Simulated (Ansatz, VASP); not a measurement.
**One calculation of SiC, two programs**

```xyz
2
Lattice="0.0000 2.1927 2.1927 2.1927 0.0000 2.1927 2.1927 2.1927 0.0000" Properties=species:S:1:pos:R:3 pbc="T T T"
Si    0.0000    0.0000    0.0000
C     1.0964    1.0964    1.0964
```

Alike in both runs: functional r2SCAN; k mesh 12 × 12 × 12; occupations fermi-dirac, width 0.02 eV; no spin polarisation.

Ansatz relaxed the structure, and its values are those at the end. VASP's run is a single point on that final structure, the one shown.

|  | VASP | Ansatz |
| --- | --- | --- |
| version | VASP 6.6.1 | Ansatz 0.2.0 |
| potentials or method | VASP PAW PBE potentials, release 64 (Si, C), cutoff 520 eV | PAW plane waves |
| valence electrons in the cell | 8 | 8 |

Ansatz gave:

* gap on the k mesh at the Fermi level (eV): 1.72
* pressure (GPa): -4.3

Q: Estimate VASP's values.

A: gap on the k mesh at the Fermi level (eV): 1.74; pressure (GPa): -4.5.

VASP's potentials were made for PBE, not for r2SCAN. The functional is the same, so the differences come from potentials, cutoffs and numerics. Ansatz's warnings: stress scf threshold loose.
